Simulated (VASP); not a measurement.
# AlRu (Pm-3m) in VASP: settings compared

Aim: see how the results for AlRu move with the level of theory and the settings. Levels: PBE, PBE+D3(BJ). Tasks: single point.

All numbers are computed with VASP 6.6.1; they aren't measurements. Logs are shortened: lines on timing, memory, paths and dates and some standing lists are left out, and cuts for length are marked.

## (1) The cell of the first run

Symmetry: Pm-3m, No. 221, cubic system. The conventional cell has a = 2.974 Å, b = 2.974 Å, c = 2.974 Å, α = 90.00°, β = 90.00°, γ = 90.00°. Al (site symmetry m-3m) has 8 Ru at 2.58 Å and 6 Al at 2.97 Å within 3.4 Å. Ru (site symmetry m-3m) has 8 Al at 2.58 Å and 6 Ru at 2.97 Å within 3.4 Å.

## (2) Single point, PBE (volume scaled by 0.97)

INCAR reads:

```
SYSTEM = AlRu
  PREC = Accurate
  ENCUT = 520
  EDIFF = 1E-6
  ISMEAR = 0
  SIGMA = 0.1
  LREAL = .False.
  LASPH = .True.
  NELM = 80
  ALGO = Normal
  ISIF = 2
  LWAVE = .False.
  LCHARG = .False.
  GGA = PE
  NBANDS = 16
```

KPOINTS reads:

```
Automatic mesh
0
Gamma
  14 14 14
  0 0 0
```

POSCAR reads:

```
AlRu
1.0
    2.9737383596      0.0000000000      0.0000000000
    0.0000000000      2.9737383596      0.0000000000
    0.0000000000      0.0000000000      2.9737383596
Al Ru
1 1
Direct
    0.0000000000      0.0000000000      0.0000000000
    0.5000000000      0.5000000000      0.5000000000
```

Potentials or basis: VASP PAW PBE potentials, release 64 (Al, Ru_pv).

Started as:

```
$ cat potpaw_PBE.64/Al/POTCAR potpaw_PBE.64/Ru_pv/POTCAR > POTCAR
$ mpirun -np 1 vasp_std > vasp.out
```

OUTCAR:

```text
SYSTEM = AlRu
   PREC = Accurate
   ENCUT = 520
   EDIFF = 1E-6
   ISMEAR = 0
   LREAL = .False.
   LASPH = .True.
   NELM = 80
   ISIF = 2
   GGA = PE

 ion  position               nearest neighbor table
   1  0.000  0.000  0.000-   2 2.58   2 2.58   2 2.58   2 2.58   2 2.58   2 2.58   2 2.58   2 2.58

   2  0.500  0.500  0.500-   1 2.58   1 2.58   1 2.58   1 2.58   1 2.58   1 2.58   1 2.58   1 2.58

  LATTYP: Found a simple cubic cell.
 ALAT       =     2.9737383596

  Lattice vectors:

 A1 = (   2.9737383596,   0.0000000000,   0.0000000000)
 A2 = (   0.0000000000,   2.9737383596,   0.0000000000)
 A3 = (   0.0000000000,   0.0000000000,   2.9737383596)

Analysis of symmetry for initial positions (statically):
=====================================================================
 Subroutine PRICEL returns:
 Original cell was already a primitive cell.

 Routine SETGRP: Setting up the symmetry group for a
 simple cubic supercell.

 Subroutine GETGRP returns: Found 48 space group operations
 (whereof 48 operations were pure point group operations)
 out of a pool of 48 trial point group operations.

The static configuration has the point symmetry O_h .

Analysis of symmetry for dynamics (positions and initial velocities):
=====================================================================
 Subroutine PRICEL returns:
 Original cell was already a primitive cell.

 Routine SETGRP: Setting up the symmetry group for a
 simple cubic supercell.

 Subroutine GETGRP returns: Found 48 space group operations
 (whereof 48 operations were pure point group operations)
 out of a pool of 48 trial point group operations.

The dynamic configuration has the point symmetry O_h .

 Subroutine INISYM returns: Found 48 space group operations
 (whereof 48 operations are pure point group operations),
 and found     1 'primitive' translations

----------------------------------------------------------------------------------------

                                     Primitive cell

  volume of cell :      26.2971

  direct lattice vectors                    reciprocal lattice vectors
     2.973738360  0.000000000  0.000000000     0.336277062  0.000000000  0.000000000
     0.000000000  2.973738360  0.000000000     0.000000000  0.336277062  0.000000000
     0.000000000  0.000000000  2.973738360     0.000000000  0.000000000  0.336277062

  length of vectors
     2.973738360  2.973738360  2.973738360     0.336277062  0.336277062  0.336277062

  position of ions in fractional coordinates (direct lattice)
     0.000000000  0.000000000  0.000000000
     0.500000000  0.500000000  0.500000000

  ion indices of the primitive-cell ions
   primitive index   ion index
                 1           1
                 2           2

----------------------------------------------------------------------------------------

 KPOINTS: Automatic mesh

Automatic generation of k-mesh.
 Grid dimensions read from file:
 generate k-points for:   14   14   14

 Generating k-lattice:

  Cartesian coordinates                     Fractional coordinates (reciprocal lattice)
     0.024019790  0.000000000  0.000000000     0.071428571  0.000000000  0.000000000
     0.000000000  0.024019790  0.000000000     0.000000000  0.071428571  0.000000000
     0.000000000  0.000000000  0.024019790     0.000000000  0.000000000  0.071428571

  Length of vectors
     0.024019790  0.024019790  0.024019790

  Shift w.r.t. Gamma in fractional coordinates (k-lattice)
     0.000000000  0.000000000  0.000000000

 Subroutine IBZKPT returns following result:
 ===========================================

 Found    120 irreducible k-points:

 Following reciprocal coordinates:
            Coordinates               Weight
  0.000000  0.000000  0.000000      1.000000
  0.071429  0.000000  0.000000      6.000000
  0.142857  0.000000  0.000000      6.000000
  0.214286  0.000000  0.000000      6.000000
  0.285714  0.000000  0.000000      6.000000
  0.357143  0.000000  0.000000      6.000000
[... 16 lines left out ...]
  0.285714  0.214286  0.000000     24.000000
  0.357143  0.214286  0.000000     24.000000
 [... further k-points ...]
   k-points           NKPTS =    120   k-points in BZ     NKDIM =    120   number of bands    NBANDS=     16
   number of dos      NEDOS =    301   number of ions     NIONS =      2
   total plane-waves  NPLWV =  13824
   dimension x,y,z NGX =    24 NGY =   24 NGZ =   24
   dimension x,y,z NGXF=    48 NGYF=   48 NGZF=   48
   ions per type =               1   1
   NGX,Y,Z   is equivalent  to a cutoff of  13.42, 13.42, 13.42 a.u.
   NGXF,Y,Z  is equivalent  to a cutoff of  26.83, 26.83, 26.83 a.u.
 SYSTEM =  AlRu
   PREC   = accura    normal or accurate (medium, high low for compatibility)
   ISTART =      0    job   : 0-new  1-cont  2-samecut
   ICHARG =      2    charge: 1-file 2-atom 10-const
   ISPIN  =      1    spin polarized calculation?
   LNONCOLLINEAR =      F non collinear calculations
   LSORBIT =      F    spin-orbit coupling
   LASPH  =      T    aspherical Exc in radial PAW
   ENCUT  =  520.0 eV  38.22 Ry    6.18 a.u.   5.53  5.53  5.53*2*pi/ulx,y,z
   NELM   =     80;   NELMIN=  2; NELMDL= -5     # of ELM steps
   EDIFF  = 0.1E-05   stopping-criterion for ELM
   LREAL  =      F    real-space projection
   EDIFFG = 0.1E-04   stopping-criterion for IOM
   NSW    =      0    number of steps for IOM
   IBRION =     -1    ionic relax: 0-MD 1-quasi-New 2-CG
   NFREE  =      0    steps in history (QN), initial steepest desc. (CG)
   ISIF   =      2    stress and relaxation
   ISYM   =      2    0-nonsym 1-usesym 2-fastsym
   POTIM  = 0.5000    time-step for ionic-motion
   TEBEG  =    0.0;   TEEND  =   0.0 temperature during run
   PSTRESS=    0.0 pullay stress
   NELECT =      17.0000    total number of electrons
   NUPDOWN=      -1.0000    fix difference up-down
   EMIN   =  10.00;   EMAX   =-10.00  energy-range for DOS
   EFERMI =   0.00;   METHOD = LEGACY
   ISMEAR =     0;   SIGMA  =   0.10  broadening in eV -4-tet -1-fermi 0-gaus
   EFERMI_NEDOS =   21; number of points for ismear=-14 and -15
   IALGO  =     38    algorithm
   IMIX   =      4    mixing-type and parameters
     AMIX     =   0.40;   BMIX     =  1.00
     AMIX_MAG =   1.60;   BMIX_MAG =  1.00
  volume/ion in A,a.u.               =      13.15        88.73
  Fermi-wavevector in a.u.,A,eV,Ry     =   1.415539  2.674980 27.262667  2.003750
  Thomas-Fermi vector in A             =   2.536967
   LORBIT       =      0    0 simple, 1 ext, 2 COOP (PROOUT), +10 PAW based schemes
   GGA     = PE    functional components
   LHFCALC =     F    Hartree Fock is set to
   AEXX    =    0.0000 exact exchange contribution
   IVDW    =     0    specifies the selected vdW correction
   LEPSILON=     F    determine dielectric tensor
   LRPA    =     F    only Hartree local field effects (RPA)
 non-spin polarized calculation
 Gauss-broadening in eV      SIGMA  =   0.10
  energy-cutoff  :      520.00
  volume of cell :       26.30
 maximum number of plane-waves:       739
 NGX is ok and might be reduce to    24
   NGX = 11   NGY = 11   NGZ = 11

 number of electron      16.9999996 magnetization

 Free energy of the ion-electron system (eV)
  ---------------------------------------------------
  ext. energy  EPLUGINS =         0.00000000
  ---------------------------------------------------
  free energy    TOTEN  =       -14.24168874 eV

  energy without entropy =      -14.23225326  energy(sigma->0) =      -14.23697100

 E-fermi :  10.9702     XC(G=0): -12.6585

 val. band max:       10.9620057548   @ k =   0.5000   0.2857   0.1429
 cond. band min:      10.9721895507   @ k =   0.1429   0.0714   0.0714
 fundamental gap:      0.0101837959
 Fermi energy:        10.9701802959

 k-point     1 :       0.0000    0.0000    0.0000
  band No.  band energies     occupation
      1     -30.7973      2.00000
      2     -30.7973      2.00000
      3     -30.7973      2.00000
      4       1.1921      2.00000
      5       7.3099      2.00000
      6       7.3099      2.00000
[... 8 lines left out ...]
     15      23.0956      0.00000
     16      26.4269      0.00000

 k-point     2 :       0.0714    0.0000    0.0000
  band No.  band energies     occupation
      1     -30.8086      2.00000
      2     -30.7964      2.00000
      3     -30.7964      2.00000
      4       1.2918      2.00000
      5       7.3453      2.00000
      6       7.3462      2.00000
[... 8 lines left out ...]
     15      23.0958      0.00000
     16      26.7342      0.00000

 k-point     3 :       0.1429    0.0000    0.0000
  band No.  band energies     occupation
      1     -30.8400      2.00000
      2     -30.7937      2.00000
      3     -30.7937      2.00000
      4       1.5862      2.00000
      5       7.4267      2.00000
      6       7.4470      2.00000
[... 8 lines left out ...]
     15      23.1671      0.00000
     16      27.7006      0.00000

 k-point     4 :       0.2143    0.0000    0.0000
  band No.  band energies     occupation
      1     -30.8851      2.00000
      2     -30.7899      2.00000
      3     -30.7899      2.00000
      4       2.0616      2.00000
      5       7.4630      2.00000
      6       7.6007      2.00000
[... 8 lines left out ...]
     15      23.7281      0.00000
     16      28.2896      0.00000

 k-point     5 :       0.2857    0.0000    0.0000
  band No.  band energies     occupation
      1     -30.9349      2.00000
      2     -30.7856      2.00000
      3     -30.7856      2.00000
      4       2.6966      2.00000
      5       7.3141      2.00000
      6       7.7822      2.00000
[... 8 lines left out ...]
     15      24.0978      0.00000
     16      26.9801      0.00000

 k-point     6 :       0.3571    0.0000    0.0000
  band No.  band energies     occupation
      1     -30.9794      2.00000
      2     -30.7818      2.00000
      3     -30.7818      2.00000
      4       3.4621      2.00000
      5       6.8672      2.00000
      6       7.9572      2.00000
[... 8 lines left out ...]
     15      24.3168      0.00000
     16      25.7056      0.00000

 k-point     7 :       0.4286    0.0000    0.0000
  band No.  band energies     occupation
      1     -31.0100      2.00000
      2     -30.7791      2.00000
      3     -30.7791      2.00000
      4       4.3168      2.00000
      5       6.1514      2.00000
      6       8.0856      2.00000
[... 8 lines left out ...]
     15      24.4097      0.00000
     16      24.5618      0.00000

 k-point     8 :       0.5000    0.0000    0.0000
  band No.  band energies     occupation
      1     -31.0210      2.00000
      2     -30.7782      2.00000
      3     -30.7782      2.00000
      4       5.0474      2.00000
      5       5.4540      2.00000
      6       8.1331      2.00000
[... 8 lines left out ...]
     15      23.9399      0.00000
     16      23.9399      0.00000

 k-point     9 :       0.0714    0.0714    0.0000
  band No.  band energies     occupation
      1     -30.8081      2.00000
      2     -30.8071      2.00000
      3     -30.7954      2.00000
      4       1.3908      2.00000
      5       7.3795      2.00000
      6       7.3853      2.00000
[... 8 lines left out ...]
     15      23.0959      0.00000
     16      27.0148      0.00000
[... 172 lines left out ...]
 k-point    19 :       0.3571    0.1429    0.0000
  band No.  band energies     occupation
      1     -30.9744      2.00000
      2     -30.8229      2.00000
      3     -30.7782      2.00000
      4       3.7583      2.00000
      5       6.9366      2.00000
      6       8.1366      2.00000
[... 8 lines left out ...]
     15      24.2824      0.00000
     16      25.5328      0.00000

 k-point    20 :       0.4286    0.1429    0.0000
  band No.  band energies     occupation
      1     -31.0048      2.00000
      2     -30.8200      2.00000
      3     -30.7755      2.00000
      4       4.5669      2.00000
      5       6.2329      2.00000
      6       8.2898      2.00000
[... 8 lines left out ...]
     15      23.1244      0.00000
     16      24.3880      0.00000

 k-point    21 :       0.5000    0.1429    0.0000
  band No.  band energies     occupation
      1     -31.0156      2.00000
      2     -30.8190      2.00000
      3     -30.7745      2.00000
      4       5.3555      2.00000
      5       5.4721      2.00000
      6       8.3526      2.00000
[... 8 lines left out ...]
     15      23.0968      0.00000
     16      23.4818      0.00000

 k-point    22 :       0.2143    0.2143    0.0000
  band No.  band energies     occupation
      1     -30.8788      2.00000
      2     -30.8736      2.00000
      3     -30.7824      2.00000
      4       2.8558      2.00000
      5       7.5980      2.00000
      6       7.9662      2.00000
[... 8 lines left out ...]
     15      25.6936      0.00000
     16      25.9618      0.00000

 k-point    23 :       0.2857    0.2143    0.0000
  band No.  band energies     occupation
      1     -30.9253      2.00000
      2     -30.8710      2.00000
      3     -30.7781      2.00000
      4       3.4193      2.00000
      5       7.4130      2.00000
      6       8.1714      2.00000
[... 8 lines left out ...]
     15      24.8394      0.00000
     16      26.4414      0.00000

 k-point    24 :       0.3571    0.2143    0.0000
  band No.  band energies     occupation
      1     -30.9690      2.00000
      2     -30.8665      2.00000
      3     -30.7743      2.00000
      4       4.0768      2.00000
      5       6.9751      2.00000
      6       8.3667      2.00000
[... 8 lines left out ...]
     15      23.7054      0.00000
     16      25.4842      0.00000

 [... further k-points ...]
[... 5 lines left out ...]
  --------------------------------------------------------------------------------------
  -------------------------------------------------------------------------------------
  Total        1.0818541      1.0818541      1.0818541      0.0000000      0.0000000     -0.0000000
  in kB       65.9129877     65.9129877     65.9129877      0.0000000      0.0000000     -0.0000000
  external PRESSURE =      65.9129877 kB  Pullay stress =       0.0000000 kB

 VOLUME and BASIS-vectors are now :
 -----------------------------------------------------------------------------
  energy-cutoff  :      520.00
  volume of cell :       26.30
      direct lattice vectors                 reciprocal lattice vectors
     2.973738360  0.000000000  0.000000000     0.336277062  0.000000000  0.000000000
     0.000000000  2.973738360  0.000000000     0.000000000  0.336277062  0.000000000
     0.000000000  0.000000000  2.973738360     0.000000000  0.000000000  0.336277062

 POSITION                                       TOTAL-FORCE (eV/Angst)
 -----------------------------------------------------------------------------------
      0.00000      0.00000      0.00000         0.000000      0.000000      0.000000
      1.48687      1.48687      1.48687         0.000000      0.000000      0.000000
 -----------------------------------------------------------------------------------
    total drift:                                0.000000     -0.000000     -0.000000

  FREE ENERGIE OF THE ION-ELECTRON SYSTEM (eV)
  ---------------------------------------------------
  free  energy   TOTEN  =       -14.2416887361 eV

  energy  without entropy=      -14.2322532595  energy(sigma->0) =      -14.23697100
```

Wall time 39 s (1 thread of Intel Xeon 8259CL, shared host); peak memory 0.17 GiB.

Results:

```
Free energy : -14.2417 eV
Pressure    : 6.6 GPa
```

Levels at points of the mesh, in eV from the Fermi level:
```csv
k point,band 7,band 8,band 9,band 10,band 11,band 12
"(0.00, 0.00, 0.00)",0.19,0.19,0.19,6.17,6.17,6.17
"(0.50, 0.00, 0.00)",-1.64,-1.64,0.45,2.36,7.44,11.13
"(0.50, 0.50, 0.00)",-1.38,-1.20,-1.20,1.59,5.44,6.42
"(0.50, 0.50, 0.50)",1.68,1.68,2.69,4.18,4.18,4.18
```

Caveat: the cell differs from its parent crystal (volume scaled by 0.97).

## (3) Single point, PBE+D3(BJ)

This run uses another cell than the first one, of 13.23 Å³/atom, 1.006 times its volume.

INCAR reads:

```
SYSTEM = AlRu
PREC = Accurate
ENCUT = 520
EDIFF = 1E-7
ISMEAR = 0
SIGMA = 0.1
LREAL = .False.
LASPH = .True.
NELM = 100
ALGO = Normal
ISIF = 2
LWAVE = .False.
LCHARG = .False.
GGA = PE
IVDW = 12
NBANDS = 16
```

KPOINTS is that of step 2.

POSCAR reads:

```
AlRu
1.0
    2.9795224425      0.0000000000      0.0000000000
    0.0000000000      2.9795224425      0.0000000000
    0.0000000000      0.0000000000      2.9795224425
Al Ru
1 1
Direct
    0.0000000000      0.0000000000      0.0000000000
    0.5000000000      0.5000000000      0.5000000000
```

Potentials or basis: VASP PAW PBE potentials, release 64 (Al, Ru_pv).

Started as:

```
$ cat potpaw_PBE.64/Al/POTCAR potpaw_PBE.64/Ru_pv/POTCAR > POTCAR
$ mpirun -np 1 vasp_std > vasp.out
```

It took 43 s on 1 thread of Intel Xeon 8259CL, shared host; peak memory 0.19 GiB.

Results (log left out):

```
Free energy                : -15.2904 eV
Pressure                   : -1.3 GPa
Dispersion energy per atom : -0.522 eV
```

Levels at points of the mesh, in eV from the Fermi level:
```
           k point  band 7  band 8  band 9  band 10  band 11  band 12
(0.00, 0.00, 0.00)    0.19    0.19    0.19     6.14     6.14     6.14
(0.50, 0.00, 0.00)   -1.63   -1.63    0.44     2.34     7.44    11.10
(0.50, 0.50, 0.00)   -1.37   -1.19   -1.19     1.57     5.40     6.36
(0.50, 0.50, 0.50)    1.67    1.67    2.65     4.17     4.17     4.17
```

Caveat: three body term missing; pairwise dispersion overbinds metals, which lowers pressure and volume.

(Part 1 of 2 ends here.)
